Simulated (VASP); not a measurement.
# HfB2 (P6/mmm) in VASP: notebook

The runs below take HfB2 through electric field gradients, with PBE.

Everything below comes from runs of VASP 6.6.1. Logs are shortened: lines on timing, memory, paths and dates and some standing lists are left out, and cuts for length are marked.

## (1) The cell of the first run

It takes space group P6/mmm (No. 191, hexagonal). Conventional cell: a = 3.140 Å, b = 3.140 Å, c = 3.376 Å, α = 90.00°, β = 90.00°, γ = 120.00°. Within 3.3 Å of Hf (site symmetry 6/mmm) lie 12 B at 2.48 Å and 6 Hf at 3.14 Å. Within 2.4 Å of B (site symmetry -6m2) lie 3 B at 1.81 Å.

## (2) Electric field gradients, PBE (zz strain of -3 %)

The input, INCAR:

```
SYSTEM = HfB2
PREC = Accurate
ENCUT = 520
EDIFF = 1E-8
ISMEAR = -1
SIGMA = 0.05
LREAL = .FALSE.
LASPH = .TRUE.
NELM = 80
ALGO = Normal
ISIF = 2
LWAVE = .FALSE.
LCHARG = .FALSE.
GGA = PE
LEFG = .TRUE.
NBANDS = 15
```

The input, KPOINTS:

```
regular mesh
0
G
  13 13 11
  0 0 0
```

The input, POSCAR:

```
HfB2
1.0
    3.1400001005      0.0000000000      0.0000000000
   -1.5700000503      2.7193198549      0.0000000000
    0.0000000000      0.0000000000      3.3756000000
Hf B
1 2
Direct
    0.0000000000      0.0000000000      0.0000000000
    0.3333333333      0.6666666667      0.5000000000
    0.6666666667      0.3333333333      0.5000000000
```

Potentials or basis: VASP PAW PBE potentials, release 64 (Hf_pv, B).

On the command line:

```bash
> cat potpaw_PBE.64/Hf_pv/POTCAR potpaw_PBE.64/B/POTCAR > POTCAR
> mpirun -np 1 vasp_std > vasp.out
```

OUTCAR:

```text
SYSTEM = HfB2
   PREC = Accurate
   ENCUT = 520
   EDIFF = 1E-8
   ISMEAR = -1
   LREAL = .FALSE.
   LASPH = .TRUE.
   NELM = 80
   ISIF = 2
   GGA = PE

 ion  position               nearest neighbor table
   1  0.000  0.000  0.000-   2 2.48   3 2.48   2 2.48   3 2.48   3 2.48   3 2.48   2 2.48   2 2.48
                             3 2.48   3 2.48   2 2.48   2 2.48
   2  0.333  0.667  0.500-   3 1.81   3 1.81   3 1.81   1 2.48   1 2.48   1 2.48   1 2.48   1 2.48
                             1 2.48
   3  0.667  0.333  0.500-   2 1.81   2 1.81   2 1.81   1 2.48   1 2.48   1 2.48   1 2.48   1 2.48
                             1 2.48

  LATTYP: Found a hexagonal cell.
 ALAT       =     3.1400001005
 C/A-ratio  =     1.0750318127

  Lattice vectors:

 A1 = (   3.1400001005,   0.0000000000,   0.0000000000)
 A2 = (  -1.5700000503,   2.7193198549,   0.0000000000)
 A3 = (   0.0000000000,   0.0000000000,   3.3756000000)

Analysis of symmetry for initial positions (statically):
=====================================================================
 Subroutine PRICEL returns:
 Original cell was already a primitive cell.

 Routine SETGRP: Setting up the symmetry group for a
 hexagonal supercell.

 Subroutine GETGRP returns: Found 24 space group operations
 (whereof 24 operations were pure point group operations)
 out of a pool of 24 trial point group operations.

The static configuration has the point symmetry D_6h.

Analysis of symmetry for dynamics (positions and initial velocities):
=====================================================================
 Subroutine PRICEL returns:
 Original cell was already a primitive cell.

 Routine SETGRP: Setting up the symmetry group for a
 hexagonal supercell.

 Subroutine GETGRP returns: Found 24 space group operations
 (whereof 24 operations were pure point group operations)
 out of a pool of 24 trial point group operations.

The dynamic configuration has the point symmetry D_6h.

 Subroutine INISYM returns: Found 24 space group operations
 (whereof 24 operations are pure point group operations),
 and found     1 'primitive' translations

----------------------------------------------------------------------------------------

                                     Primitive cell

  volume of cell :      28.8231

  direct lattice vectors                    reciprocal lattice vectors
     3.140000101  0.000000000  0.000000000     0.318471327  0.183869507  0.000000000
    -1.570000050  2.719319855  0.000000000     0.000000000  0.367739013  0.000000000
     0.000000000  0.000000000  3.375600000     0.000000000  0.000000000  0.296243631

  length of vectors
     3.140000101  3.140000101  3.375600000     0.367739013  0.367739013  0.296243631

  position of ions in fractional coordinates (direct lattice)
     0.000000000  0.000000000  0.000000000
     0.333333333  0.666666667  0.500000000
     0.666666667  0.333333333  0.500000000

  ion indices of the primitive-cell ions
   primitive index   ion index
                 1           1
                 2           2
                 3           3

----------------------------------------------------------------------------------------

 KPOINTS: regular mesh

Automatic generation of k-mesh.
 Grid dimensions read from file:
 generate k-points for:   13   13   11

 Generating k-lattice:

  Cartesian coordinates                     Fractional coordinates (reciprocal lattice)
     0.024497794  0.014143808  0.000000000     0.076923077 -0.000000000  0.000000000
     0.000000000  0.028287616  0.000000000     0.000000000  0.076923077  0.000000000
     0.000000000  0.000000000  0.026931239     0.000000000  0.000000000  0.090909091

  Length of vectors
     0.028287616  0.028287616  0.026931239

  Shift w.r.t. Gamma in fractional coordinates (k-lattice)
     0.000000000  0.000000000  0.000000000

 Subroutine IBZKPT returns following result:
 ===========================================

 Found    126 irreducible k-points:

 Following reciprocal coordinates:
            Coordinates               Weight
  0.000000  0.000000  0.000000      1.000000
  0.076923  0.000000  0.000000      6.000000
  0.153846  0.000000  0.000000      6.000000
  0.230769 -0.000000  0.000000      6.000000
  0.307692  0.000000  0.000000      6.000000
  0.384615  0.000000  0.000000      6.000000
[... 16 lines left out ...]
  0.076923  0.000000  0.090909     12.000000
  0.153846  0.000000  0.090909     12.000000
 [... further k-points ...]
   k-points           NKPTS =    126   k-points in BZ     NKDIM =    126   number of bands    NBANDS=     15
   number of dos      NEDOS =    301   number of ions     NIONS =      3
   total plane-waves  NPLWV =  16128
   dimension x,y,z NGX =    24 NGY =   24 NGZ =   28
   dimension x,y,z NGXF=    48 NGYF=   48 NGZF=   56
   ions per type =               1   2
   NGX,Y,Z   is equivalent  to a cutoff of  12.71, 12.71, 13.79 a.u.
   NGXF,Y,Z  is equivalent  to a cutoff of  25.41, 25.41, 27.58 a.u.
 SYSTEM =  HfB2
   PREC   = accura    normal or accurate (medium, high low for compatibility)
   ISTART =      0    job   : 0-new  1-cont  2-samecut
   ICHARG =      2    charge: 1-file 2-atom 10-const
   ISPIN  =      1    spin polarized calculation?
   LNONCOLLINEAR =      F non collinear calculations
   LSORBIT =      F    spin-orbit coupling
   LASPH  =      T    aspherical Exc in radial PAW
   ENCUT  =  520.0 eV  38.22 Ry    6.18 a.u.   5.84  5.84  6.28*2*pi/ulx,y,z
   NELM   =     80;   NELMIN=  2; NELMDL= -5     # of ELM steps
   EDIFF  = 0.1E-07   stopping-criterion for ELM
   LREAL  =      F    real-space projection
   EDIFFG = 0.1E-06   stopping-criterion for IOM
   NSW    =      0    number of steps for IOM
   IBRION =     -1    ionic relax: 0-MD 1-quasi-New 2-CG
   NFREE  =      0    steps in history (QN), initial steepest desc. (CG)
   ISIF   =      2    stress and relaxation
   ISYM   =      2    0-nonsym 1-usesym 2-fastsym
   POTIM  = 0.5000    time-step for ionic-motion
   TEBEG  =    0.0;   TEEND  =   0.0 temperature during run
   PSTRESS=    0.0 pullay stress
   NELECT =      16.0000    total number of electrons
   NUPDOWN=      -1.0000    fix difference up-down
   EMIN   =  10.00;   EMAX   =-10.00  energy-range for DOS
   EFERMI =   0.00;   METHOD = LEGACY
   ISMEAR =    -1;   SIGMA  =   0.05  broadening in eV -4-tet -1-fermi 0-gaus
   EFERMI_NEDOS =   21; number of points for ismear=-14 and -15
   IALGO  =     38    algorithm
   IMIX   =      4    mixing-type and parameters
     AMIX     =   0.40;   BMIX     =  1.00
     AMIX_MAG =   1.60;   BMIX_MAG =  1.00
  volume/ion in A,a.u.               =       9.61        64.84
  Fermi-wavevector in a.u.,A,eV,Ry     =   1.345451  2.542533 24.629784  1.810238
  Thomas-Fermi vector in A             =   2.473363
   LORBIT       =      0    0 simple, 1 ext, 2 COOP (PROOUT), +10 PAW based schemes
   GGA     = PE    functional components
   LHFCALC =     F    Hartree Fock is set to
   AEXX    =    0.0000 exact exchange contribution
   IVDW    =     0    specifies the selected vdW correction
   LEPSILON=     F    determine dielectric tensor
   LRPA    =     F    only Hartree local field effects (RPA)
 non-spin polarized calculation
  energy-cutoff  :      520.00
  volume of cell :       28.82
 maximum number of plane-waves:       789
 NGX is ok and might be reduce to    24
   NGX = 11   NGY = 11   NGZ = 13

 number of electron      15.9999999 magnetization

 Free energy of the ion-electron system (eV)
  ---------------------------------------------------
  ext. energy  EPLUGINS =         0.00000000
  ---------------------------------------------------
  free energy    TOTEN  =       -26.35476781 eV

  energy without entropy =      -26.35282818  energy(sigma->0) =      -26.35379800

 E-fermi :   8.0334     XC(G=0): -12.7448

 val. band max:        7.9728438171   @ k =   0.0000   0.0000   0.4545
 cond. band min:       8.0416256349   @ k =   0.0769   0.0000   0.2727
 fundamental gap:      0.0687818178
 Fermi energy:         8.0333650110

 k-point     1 :       0.0000    0.0000    0.0000
  band No.  band energies     occupation
      1     -22.5497      2.00000
      2     -22.0807      2.00000
      3     -22.0807      2.00000
      4      -5.9897      2.00000
      5       4.7308      2.00000
      6       4.7308      2.00000
      7       4.9767      2.00000
      8       5.4187      2.00000
      9      12.0881      0.00000
     10      12.0881      0.00000
     11      12.6780      0.00000
     12      12.8241      0.00000
     13      12.8241      0.00000
     14      13.0244      0.00000
     15      13.0244      0.00000

 k-point     2 :       0.0769    0.0000    0.0000
  band No.  band energies     occupation
      1     -22.5419      2.00000
      2     -22.1290      2.00000
      3     -22.0913      2.00000
      4      -5.8582      2.00000
      5       4.3754      2.00000
      6       4.7347      2.00000
      7       5.0938      2.00000
      8       5.2910      2.00000
      9      11.7017      0.00000
     10      11.9984      0.00000
     11      12.1134      0.00000
     12      12.2741      0.00000
     13      13.1806      0.00000
     14      13.8789      0.00000
     15      14.0949      0.00000

 k-point     3 :       0.1538    0.0000    0.0000
  band No.  band energies     occupation
      1     -22.5205      2.00000
      2     -22.2604      2.00000
      3     -22.1206      2.00000
      4      -5.4770      2.00000
      5       3.5051      2.00000
      6       4.7261      2.00000
      7       4.9765      2.00000
      8       5.3784      2.00000
      9      10.6406      0.00000
     10      11.7398      0.00000
     11      11.7626      0.00000
     12      12.4920      0.00000
     13      14.0930      0.00000
     14      14.7206      0.00000
     15      14.9895      0.00000
[... 343 lines left out ...]
 k-point    23 :       0.0769    0.0000    0.0909
  band No.  band energies     occupation
      1     -22.5720      2.00000
      2     -22.1264      2.00000
      3     -22.0889      2.00000
      4      -5.7167      2.00000
      5       4.0473      2.00000
      6       4.4519      2.00000
      7       4.8075      2.00000
      8       6.2640      2.00000
      9      10.8033      0.00000
     10      10.8427      0.00000
     11      12.4684      0.00000
     12      12.8077      0.00000
     13      13.4477      0.00000
     14      14.0687      0.00000
     15      14.5007      0.00000

 k-point    24 :       0.1538    0.0000    0.0909
  band No.  band energies     occupation
      1     -22.5500      2.00000
      2     -22.2572      2.00000
      3     -22.1181      2.00000
      4      -5.3445      2.00000
      5       3.5241      2.00000
      6       4.1694      2.00000
      7       4.7515      2.00000
      8       6.0883      2.00000
      9      10.2905      0.00000
     10      10.6378      0.00000
     11      12.8045      0.00000
     12      12.9417      0.00000
     13      13.6257      0.00000
     14      14.7137      0.00000
     15      15.4475      0.00000

 [... further k-points ...]
[... 5 lines left out ...]
  --------------------------------------------------------------------------------------
  -------------------------------------------------------------------------------------
  Total        0.9428149      0.9428149      2.8904074     -0.0000000      0.0000000      0.0000000
  in kB       52.4078190     52.4078190    160.6677503     -0.0000000      0.0000000      0.0000000
  external PRESSURE =      88.4944627 kB  Pullay stress =       0.0000000 kB

 VOLUME and BASIS-vectors are now :
 -----------------------------------------------------------------------------
  energy-cutoff  :      520.00
  volume of cell :       28.82
      direct lattice vectors                 reciprocal lattice vectors
     3.140000101  0.000000000  0.000000000     0.318471327  0.183869507  0.000000000
    -1.570000050  2.719319855  0.000000000     0.000000000  0.367739013  0.000000000
     0.000000000  0.000000000  3.375600000     0.000000000  0.000000000  0.296243631

 POSITION                                       TOTAL-FORCE (eV/Angst)
 -----------------------------------------------------------------------------------
      0.00000      0.00000      0.00000         0.000000      0.000000     -0.000000
     -0.00000      1.81288      1.68780        -0.000000     -0.000000      0.000000
      1.57000      0.90644      1.68780         0.000000      0.000000     -0.000000
 -----------------------------------------------------------------------------------
    total drift:                               -0.000000      0.000000      0.000000

  FREE ENERGIE OF THE ION-ELECTRON SYSTEM (eV)
  ---------------------------------------------------
  free  energy   TOTEN  =       -26.3547678123 eV

  energy  without entropy=      -26.3528281820  energy(sigma->0) =      -26.35379800

 Electric field gradients (V/A^2)
---------------------------------------------------------------------
 ion       V_xx      V_yy      V_zz      V_xy      V_xz      V_yz
---------------------------------------------------------------------
   1     -33.605   -33.605    67.209     0.000    -0.000     0.000
   2       0.059     0.059    -0.117    -0.000     0.000    -0.000
   3       0.059     0.059    -0.117    -0.000     0.000    -0.000
---------------------------------------------------------------------

 Electric field gradients after diagonalization (V/A^2)
 (convention: |V_zz| > |V_xx| > |V_yy|)
----------------------------------------------------------------------
 ion       V_xx      V_yy      V_zz     asymmetry (V_yy - V_xx)/ V_zz
----------------------------------------------------------------------
   1     -33.605   -33.605    67.209       0.000
   2       0.059     0.059    -0.117       0.000
   3       0.059     0.059    -0.117       0.000
----------------------------------------------------------------------

           NMR quadrupolar parameters

 Cq : quadrupolar parameter    Cq=e*Q*V_zz/h
 eta: asymmetry parameters     (V_yy - V_xx)/ V_zz
 Q  : nuclear electric quadrupole moment in mb (millibarn)
----------------------------------------------------------------------
 ion       Cq(MHz)       eta       Q (mb)
----------------------------------------------------------------------
   1       0.163       0.000       1.000
   2      -0.000       0.000       1.000
   3      -0.000       0.000       1.000
----------------------------------------------------------------------
```

It took 20 s on 1 thread of Intel Xeon 6975P-C (Granite Rapids), shared host; peak memory 0.18 GiB.

What came out:

| Item | Value |
| --- | --- |
| Free energy | -26.3548 eV |
| Pressure | 8.8 GPa |
| Band gap on the k mesh | zero (band 8 reaches 8.68 eV, above the bottom of band 9 at 7.55 eV) |

Stress tensor (GPa, compression positive):
```
 5.24  0.00  0.00
 0.00  5.24  0.00
 0.00  0.00 16.07
```

Electric field gradients, principal values (V/Å²):
```csv
atom,least,middle,greatest (by size)
1 Hf,-33.605,-33.605,67.209
2 B,0.059,0.059,-0.117
3 B,0.059,0.059,-0.117
```

Caveat: the cell differs from its parent crystal (zz strain of -3 %); without QUAD_EFG the Cq values of the log hold for a quadrupole moment of 1 mb, not for the nuclei; spin-orbit coupling is left out, which moves the levels of the heavy elements.

(Continued in part 2 of 3.)
